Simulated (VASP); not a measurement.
# Au (P6_3/mmc) in VASP: notebook

Au is run at these levels: RPBE; tasks: single point.

All numbers are computed with VASP 6.6.1; they aren't measurements. Logs are shortened: lines on timing, memory, paths and dates and some standing lists are left out, and cuts for length are marked.

### Step 1. The cell of the first run

The structure is hexagonal, space group P6_3/mmc (No. 194). The conventional cell has a = 2.982 Å, b = 2.982 Å, c = 5.004 Å, α = 90.00°, β = 90.00°, γ = 120.00°. Au (site symmetry -6m2) has 12 Au at 2.98 to 3.04 Å within 3.9 Å.

This isn't the form of Au at room conditions, which is fcc.

### Step 2. Single point, RPBE (19.26 Å³/atom)

Input file INCAR:

```
SYSTEM = Au
  PREC = Accurate
  ENCUT = 520
  EDIFF = 1E-7
  ISMEAR = -1
  SIGMA = 0.1
  LREAL = .FALSE.
  LASPH = .TRUE.
  NELM = 100
  ALGO = Normal
  ISIF = 2
  LWAVE = .FALSE.
  LCHARG = .FALSE.
  GGA = RP
  NBANDS = 18
```

Input file KPOINTS:

```
regular mesh
0
G
  14 14 7
  0 0 0
```

Input file POSCAR:

```
Au
1.0
    2.9817819192      0.0000000000      0.0000000000
   -1.4908909596      2.5822988906      0.0000000000
    0.0000000000      0.0000000000      5.0039053090
Au
2
Direct
    0.3333333333      0.6666666667      0.2500000000
    0.6666666667      0.3333333333      0.7500000000
```

Potentials or basis: VASP PAW PBE potentials, release 64 (Au).

Command:

```console
> cat potpaw_PBE.64/Au/POTCAR > POTCAR
> mpirun -np 1 vasp_std > vasp.out
```

OUTCAR:

```text
SYSTEM = Au
   PREC = Accurate
   ENCUT = 520
   EDIFF = 1E-7
   ISMEAR = -1
   LREAL = .FALSE.
   LASPH = .TRUE.
   NELM = 100
   ISIF = 2
   GGA = RP

 ion  position               nearest neighbor table
   1  0.333  0.667  0.250-   2 3.04   2 3.04   2 3.04   2 3.04   2 3.04   2 3.04
   2  0.667  0.333  0.750-   1 3.04   1 3.04   1 3.04   1 3.04   1 3.04   1 3.04

  LATTYP: Found a hexagonal cell.
 ALAT       =     2.9817819192
 C/A-ratio  =     1.6781593841

  Lattice vectors:

 A1 = (   2.9817819192,   0.0000000000,   0.0000000000)
 A2 = (  -1.4908909596,   2.5822988906,   0.0000000000)
 A3 = (   0.0000000000,   0.0000000000,   5.0039053090)

Analysis of symmetry for initial positions (statically):
=====================================================================
 Subroutine PRICEL returns:
 Original cell was already a primitive cell.

 Routine SETGRP: Setting up the symmetry group for a
 hexagonal supercell.

 Subroutine GETGRP returns: Found 24 space group operations
 (whereof 12 operations were pure point group operations)
 out of a pool of 24 trial point group operations.

The static configuration has the point symmetry D_3d.
 The point group associated with its full space group is D_6h.

Analysis of symmetry for dynamics (positions and initial velocities):
=====================================================================
 Subroutine PRICEL returns:
 Original cell was already a primitive cell.

 Routine SETGRP: Setting up the symmetry group for a
 hexagonal supercell.

 Subroutine GETGRP returns: Found 24 space group operations
 (whereof 12 operations were pure point group operations)
 out of a pool of 24 trial point group operations.

The dynamic configuration has the point symmetry D_3d.
 The point group associated with its full space group is D_6h.

 Subroutine INISYM returns: Found 24 space group operations
 (whereof 12 operations are pure point group operations),
 and found     1 'primitive' translations

----------------------------------------------------------------------------------------

                                     Primitive cell

  volume of cell :      38.5293

  direct lattice vectors                    reciprocal lattice vectors
     2.981781919  0.000000000  0.000000000     0.335369932  0.193625921  0.000000000
    -1.490890960  2.582298891  0.000000000     0.000000000  0.387251841  0.000000000
     0.000000000  0.000000000  5.003905309     0.000000000  0.000000000  0.199843910

  length of vectors
     2.981781919  2.981781919  5.003905309     0.387251841  0.387251841  0.199843910

  position of ions in fractional coordinates (direct lattice)
     0.333333333  0.666666667  0.250000000
     0.666666667  0.333333333  0.750000000

  ion indices of the primitive-cell ions
   primitive index   ion index
                 1           1
                 2           2

----------------------------------------------------------------------------------------

 KPOINTS: regular mesh

Automatic generation of k-mesh.
 Grid dimensions read from file:
 generate k-points for:   14   14    7

 Generating k-lattice:

  Cartesian coordinates                     Fractional coordinates (reciprocal lattice)
     0.023954995  0.013830423  0.000000000     0.071428571  0.000000000  0.000000000
     0.000000000  0.027660846  0.000000000     0.000000000  0.071428571  0.000000000
     0.000000000  0.000000000  0.028549130     0.000000000  0.000000000  0.142857143

  Length of vectors
     0.027660846  0.027660846  0.028549130

  Shift w.r.t. Gamma in fractional coordinates (k-lattice)
     0.000000000  0.000000000  0.000000000

 Subroutine IBZKPT returns following result:
 ===========================================

 Found     96 irreducible k-points:

 Following reciprocal coordinates:
            Coordinates               Weight
  0.000000  0.000000  0.000000      1.000000
  0.071429  0.000000  0.000000      6.000000
  0.142857  0.000000  0.000000      6.000000
  0.214286 -0.000000  0.000000      6.000000
  0.285714  0.000000  0.000000      6.000000
  0.357143  0.000000  0.000000      6.000000
[... 16 lines left out ...]
  0.285714  0.285714  0.000000      6.000000
  0.357143  0.285714  0.000000      6.000000
 [... further k-points ...]
   k-points           NKPTS =     96   k-points in BZ     NKDIM =     96   number of bands    NBANDS=     18
   number of dos      NEDOS =    301   number of ions     NIONS =      2
   total plane-waves  NPLWV =  23040
   dimension x,y,z NGX =    24 NGY =   24 NGZ =   40
   dimension x,y,z NGXF=    48 NGYF=   48 NGZF=   80
   ions per type =               2
   NGX,Y,Z   is equivalent  to a cutoff of  13.38, 13.38, 13.29 a.u.
   NGXF,Y,Z  is equivalent  to a cutoff of  26.76, 26.76, 26.58 a.u.
 SYSTEM =  Au
   PREC   = accura    normal or accurate (medium, high low for compatibility)
   ISTART =      0    job   : 0-new  1-cont  2-samecut
   ICHARG =      2    charge: 1-file 2-atom 10-const
   ISPIN  =      1    spin polarized calculation?
   LNONCOLLINEAR =      F non collinear calculations
   LSORBIT =      F    spin-orbit coupling
   LASPH  =      T    aspherical Exc in radial PAW
   ENCUT  =  520.0 eV  38.22 Ry    6.18 a.u.   5.54  5.54  9.30*2*pi/ulx,y,z
   NELM   =    100;   NELMIN=  2; NELMDL= -5     # of ELM steps
   EDIFF  = 0.1E-06   stopping-criterion for ELM
   LREAL  =      F    real-space projection
   EDIFFG = 0.1E-05   stopping-criterion for IOM
   NSW    =      0    number of steps for IOM
   IBRION =     -1    ionic relax: 0-MD 1-quasi-New 2-CG
   NFREE  =      0    steps in history (QN), initial steepest desc. (CG)
   ISIF   =      2    stress and relaxation
   ISYM   =      2    0-nonsym 1-usesym 2-fastsym
   POTIM  = 0.5000    time-step for ionic-motion
   TEBEG  =    0.0;   TEEND  =   0.0 temperature during run
   PSTRESS=    0.0 pullay stress
   NELECT =      22.0000    total number of electrons
   NUPDOWN=      -1.0000    fix difference up-down
   EMIN   =  10.00;   EMAX   =-10.00  energy-range for DOS
   EFERMI =   0.00;   METHOD = LEGACY
   ISMEAR =    -1;   SIGMA  =   0.10  broadening in eV -4-tet -1-fermi 0-gaus
   EFERMI_NEDOS =   21; number of points for ismear=-14 and -15
   IALGO  =     38    algorithm
   IMIX   =      4    mixing-type and parameters
     AMIX     =   0.40;   BMIX     =  1.00
     AMIX_MAG =   1.60;   BMIX_MAG =  1.00
  volume/ion in A,a.u.               =      19.26       130.00
  Fermi-wavevector in a.u.,A,eV,Ry     =   1.358163  2.566556 25.097399  1.844607
  Thomas-Fermi vector in A             =   2.485020
   LORBIT       =      0    0 simple, 1 ext, 2 COOP (PROOUT), +10 PAW based schemes
   GGA     = RP    functional components
   LHFCALC =     F    Hartree Fock is set to
   AEXX    =    0.0000 exact exchange contribution
   IVDW    =     0    specifies the selected vdW correction
   LEPSILON=     F    determine dielectric tensor
   LRPA    =     F    only Hartree local field effects (RPA)
 non-spin polarized calculation
  energy-cutoff  :      520.00
  volume of cell :       38.53
 maximum number of plane-waves:      1062
 NGX is ok and might be reduce to    24
   NGX = 11   NGY = 11   NGZ = 19

 number of electron      22.0000001 magnetization

 Free energy of the ion-electron system (eV)
  ---------------------------------------------------
  ext. energy  EPLUGINS =         0.00000000
  ---------------------------------------------------
  free energy    TOTEN  =        -5.24540020 eV

  energy without entropy =       -5.21888617  energy(sigma->0) =       -5.23214319

 E-fermi :   7.6875     XC(G=0): -11.8898

 val. band max:        7.6824579280   @ k =   0.2857   0.2143   0.2857
 cond. band min:       7.6921173573   @ k =   0.4286   0.0714   0.1429
 fundamental gap:      0.0096594293
 Fermi energy:         7.6875085840

 k-point     1 :       0.0000    0.0000    0.0000
  band No.  band energies     occupation
      1      -0.9163      2.00000
      2       1.3365      2.00000
      3       3.4446      2.00000
      4       3.6737      2.00000
      5       3.6737      2.00000
      6       3.9210      2.00000
[... 10 lines left out ...]
     17      24.9747      0.00000
     18      24.9747      0.00000

 k-point     2 :       0.0714    0.0000    0.0000
  band No.  band energies     occupation
      1      -0.7711      2.00000
      2       1.4525      2.00000
      3       3.3993      2.00000
      4       3.7119      2.00000
      5       3.7627      2.00000
      6       3.8771      2.00000
[... 10 lines left out ...]
     17      24.1816      0.00000
     18      24.9341      0.00000

 k-point     3 :       0.1429    0.0000    0.0000
  band No.  band energies     occupation
      1      -0.3502      2.00000
      2       1.7606      2.00000
      3       3.2734      2.00000
      4       3.7108      2.00000
      5       3.9221      2.00000
      6       4.0204      2.00000
[... 10 lines left out ...]
     17      23.9516      0.00000
     18      25.0575      0.00000

 k-point     4 :       0.2143   -0.0000    0.0000
  band No.  band energies     occupation
      1       0.2899      2.00000
      2       2.0892      2.00000
      3       3.2191      2.00000
      4       3.4787      2.00000
      5       3.5788      2.00000
      6       4.1225      2.00000
[... 375 lines left out ...]
      4       3.5176      2.00000
      5       3.6188      2.00000
      6       3.7703      2.00000
[... 10 lines left out ...]
     17      18.8852      0.00000
     18      19.9839      0.00000

 k-point    23 :       0.2857    0.2857    0.0000
  band No.  band energies     occupation
      1       2.4123      2.00000
      2       2.6251      2.00000
      3       2.8483      2.00000
      4       3.2715      2.00000
      5       3.4779      2.00000
      6       3.7627      2.00000
[... 10 lines left out ...]
     17      18.4986      0.00000
     18      19.1017      0.00000

 k-point    24 :       0.3571    0.2857    0.0000
  band No.  band energies     occupation
      1       2.3911      2.00000
      2       2.7605      2.00000
      3       2.8018      2.00000
      4       3.3703      2.00000
      5       3.5319      2.00000
      6       3.6450      2.00000
[... 10 lines left out ...]
     17      17.9449      0.00000
     18      18.2081      0.00000

 [... further k-points ...]
[... 5 lines left out ...]
  --------------------------------------------------------------------------------------
  -------------------------------------------------------------------------------------
  Total       -0.9583559     -0.9583559     -1.0025015      0.0000000     -0.0000000      0.0000000
  in kB      -39.8516161    -39.8516161    -41.6873363      0.0000000     -0.0000000      0.0000000
  external PRESSURE =     -40.4635229 kB  Pullay stress =       0.0000000 kB

 VOLUME and BASIS-vectors are now :
 -----------------------------------------------------------------------------
  energy-cutoff  :      520.00
  volume of cell :       38.53
      direct lattice vectors                 reciprocal lattice vectors
     2.981781919  0.000000000  0.000000000     0.335369932  0.193625921  0.000000000
    -1.490890960  2.582298891  0.000000000     0.000000000  0.387251841  0.000000000
     0.000000000  0.000000000  5.003905309     0.000000000  0.000000000  0.199843910

 POSITION                                       TOTAL-FORCE (eV/Angst)
 -----------------------------------------------------------------------------------
     -0.00000      1.72153      1.25098        -0.000000      0.000000      0.000000
      1.49089      0.86077      3.75293         0.000000      0.000000      0.000000
 -----------------------------------------------------------------------------------
    total drift:                               -0.000000      0.000000     -0.000000

  FREE ENERGIE OF THE ION-ELECTRON SYSTEM (eV)
  ---------------------------------------------------
  free  energy   TOTEN  =        -5.2454002036 eV

  energy  without entropy=       -5.2188861696  energy(sigma->0) =       -5.23214319
```

Wall time 77 s (1 thread of Intel Xeon 8259CL, shared host); peak memory 0.19 GiB.

What came out:

```yaml
Free_energy: -5.2454 eV
Pressure: -4.0 GPa
Band_gap_on_the_k_mesh: zero (bands 11 and 12 overlap by 5.40 eV)
```

Levels at points of the mesh, in eV from the Fermi level:
```csv
k point,band 8,band 9,band 10,band 11,band 12,band 13,band 14,band 15
"(0.00, 0.00, 0.00)",-3.21,-3.21,-2.11,-2.11,-0.55,2.13,14.58,15.57
"(0.50, 0.00, 0.00)",-1.93,-1.86,-1.71,0.37,1.29,5.47,6.53,6.90
```

Caveat: the cell stands under tension; the PAW data sets were made with another functional, which shifts forces and pressure a little; spin-orbit coupling is left out, which moves the levels of the heavy elements.

### Step 3. Single point, RPBE (20.01 Å³/atom)

This run uses another cell than the first one, of 20.01 Å³/atom.

Input file INCAR:

```
SYSTEM = Au
ALGO = Normal ; EDIFF = 1E-6
ENCUT = 520 ; GGA = RP
ISIF = 2 ; ISMEAR = -1
LASPH = .True. ; LCHARG = .True.
LELF = .True. ; LREAL = .False.
LVHAR = .True. ; LWAVE = .False.
NBANDS = 18 ; NELM = 80
PREC = Accurate ; SIGMA = 0.1
```

Input file KPOINTS:

```
k-points
0
Gamma
  14 14 7
  0 0 0
```

Input file POSCAR:

```
Au
1.0
    3.0195300014      0.0000000000      0.0000000000
   -1.5097650007      2.6149896887      0.0000000000
    0.0000000000      0.0000000000      5.0672526073
Au
2
Direct
    0.3333333333      0.6666666667      0.2500000000
    0.6666666667      0.3333333333      0.7500000000
```

Potentials or basis: VASP PAW PBE potentials, release 64 (Au).

Command:

```console
> cat potpaw_PBE.64/Au/POTCAR > POTCAR
> mpirun -np 1 vasp_std > vasp.out
```

Run time: 78 s. Hardware: 1 thread of Intel Xeon 8259CL, shared host; peak memory 0.2 GiB.

The run converged. Its results:

```yaml
Free_energy: -5.1940 eV
Pressure: -7.2 GPa
Band_gap_on_the_k_mesh: zero (bands 11 and 12 overlap by 5.23 eV)
```

Levels at points of the mesh, in eV from the Fermi level:
| k point | band 8 | band 9 | band 10 | band 11 | band 12 | band 13 | band 14 | band 15 |
| --- | --- | --- | --- | --- | --- | --- | --- | --- |
| (0.00, 0.00, 0.00) | -3.10 | -3.10 | -2.07 | -2.07 | -0.38 | 1.98 | 14.56 | 15.49 |
| (0.50, 0.00, 0.00) | -1.91 | -1.84 | -1.70 | 0.38 | 1.21 | 5.38 | 6.28 | 6.79 |

Caveat: the cell stands under tension; the PAW data sets were made with another functional, which shifts forces and pressure a little; spin-orbit coupling is left out, which moves the levels of the heavy elements.

### Step 4. Single point, RPBE (20.75 Å³/atom)

This run uses another cell than the first one, of 20.75 Å³/atom.

Input file INCAR:

```
ALGO = Normal
EDIFF = 1E-7
ENCUT = 520
GGA = RP
ISIF = 2
ISMEAR = -1
LASPH = True
LCHARG = False
LREAL = False
LWAVE = False
NBANDS = 18
NELM = 80
PREC = Accurate
SIGMA = 0.1
```

Input file KPOINTS:

```
k-points
0
Gamma
  14 14 7
```

Input file POSCAR:

```
Au
1.0
    3.0563571675      0.0000000000      0.0000000000
   -1.5281785837      2.6468829501      0.0000000000
    0.0000000000      0.0000000000      5.1290544617
Au
2
Direct
    0.3333333333      0.6666666667      0.2500000000
    0.6666666667      0.3333333333      0.7500000000
```

Command:

```console
> cat potpaw_PBE.64/Au/POTCAR > POTCAR
> mpirun -np 1 vasp_std > vasp.out
```

Run time: 81 s. Hardware: 1 thread of Intel Xeon 8259CL, shared host; peak memory 0.2 GiB.

Results (log left out):

```yaml
Free_energy: -5.1176 eV
Pressure: -9.5 GPa
Band_gap_on_the_k_mesh: zero (bands 11 and 12 overlap by 5.07 eV)
```

Stress tensor (GPa, compression positive):
```
-9.51  0.00  0.00
 0.00 -9.51  0.00
 0.00  0.00 -9.37
```

Levels at points of the mesh, in eV from the Fermi level:
| k point | band 9 | band 10 | band 11 | band 12 | band 13 | band 14 |
| --- | --- | --- | --- | --- | --- | --- |
| (0.00, 0.00, 0.00) | -3.01 | -2.04 | -2.04 | -0.23 | 1.83 | 14.53 |
| (0.50, 0.00, 0.00) | -1.82 | -1.70 | 0.39 | 1.13 | 5.30 | 6.04 |

Caveat: the cell stands under tension; the PAW data sets were made with another functional, which shifts forces and pressure a little; spin-orbit coupling is left out, which moves the levels of the heavy elements.

### Step 5. Single point, RPBE

This run uses another cell than the first one, of 18.52 Å³/atom.

Input file INCAR:

```
SYSTEM = Au
PREC = Accurate ; ENCUT = 520
EDIFF = 1E-6 ; ISMEAR = -1
SIGMA = 0.1 ; LREAL = .FALSE.
LASPH = .TRUE. ; NELM = 60
ALGO = Normal ; ISIF = 2
LWAVE = .FALSE. ; LCHARG = .TRUE.
GGA = RP ; LELF = .TRUE.
LVHAR = .TRUE. ; NBANDS = 18
```

Input file KPOINTS:

```
Automatic mesh
0
G
  20 20 11
  0 0 0
```

Input file POSCAR:

```
Au
1.0
    2.9430530950      0.0000000000      0.0000000000
   -1.4715265475      2.5487587450      0.0000000000
    0.0000000000      0.0000000000      4.9389121693
Au
2
Direct
    0.3333333333      0.6666666667      0.2500000000
    0.6666666667      0.3333333333      0.7500000000
```

Command:

```console
> cat potpaw_PBE.64/Au/POTCAR > POTCAR
> mpirun -np 1 vasp_std > vasp.out
```

Wall time 3 min (1 thread of Intel Xeon 8259CL, shared host); peak memory 0.28 GiB.

The run converged. Its results:

```
Free energy            : -5.2714 eV
Pressure               : 0.0 GPa
Band gap on the k mesh : zero (bands 11 and 12 overlap by 5.91 eV)
```

Stress tensor (GPa, compression positive):
```
 0.05  0.00  0.00
 0.00  0.05  0.00
 0.00  0.00 -0.15
```

Levels at points of the mesh, in eV from the Fermi level:
| k point | band 8 | band 9 | band 10 | band 11 | band 12 | band 13 | band 14 | band 15 |
| --- | --- | --- | --- | --- | --- | --- | --- | --- |
| (0.00, 0.00, 0.00) | -3.32 | -3.32 | -2.14 | -2.14 | -0.73 | 2.30 | 14.59 | 15.63 |
| (0.50, 0.00, 0.00) | -1.95 | -1.87 | -1.72 | 0.36 | 1.39 | 5.57 | 6.81 | 7.03 |

Caveat: the PAW data sets were made with another functional, which shifts forces and pressure a little; spin-orbit coupling is left out, which moves the levels of the heavy elements.

### Step 6. Summary

| cell | k mesh | gap on the mesh (eV) | pressure (GPa) |
| --- | --- | --- | --- |
| a = 2.982, b = 2.982, c = 5.004 Å, angles 90.0, 90.0, 120.0°, 2 atoms | 14 × 14 × 7 | none | -4.0 |
| a = 3.020, b = 3.020, c = 5.067 Å, angles 90.0, 90.0, 120.0°, 2 atoms | 14 × 14 × 7 | none | -7.2 |
| a = 3.056, b = 3.056, c = 5.129 Å, angles 90.0, 90.0, 120.0°, 2 atoms | 14 × 14 × 7 | none | -9.5 |
| a = 2.943, b = 2.943, c = 4.939 Å, angles 90.0, 90.0, 120.0°, 2 atoms | 20 × 20 × 11 | none | 0.0 |

Alike in all rows: task single point; level RPBE; potentials or basis VASP PAW PBE potentials, release 64 (Au); no spin polarisation; cutoff (eV) 520; smearing fermi-dirac 0.1 eV.

Caveats: the PAW data sets were made with another functional, which shifts forces and pressure a little; spin-orbit coupling is left out, which moves the levels of the heavy elements; the cell stands under tension (at least some runs).

Absolute energies hang on the potentials; compare differences alone.
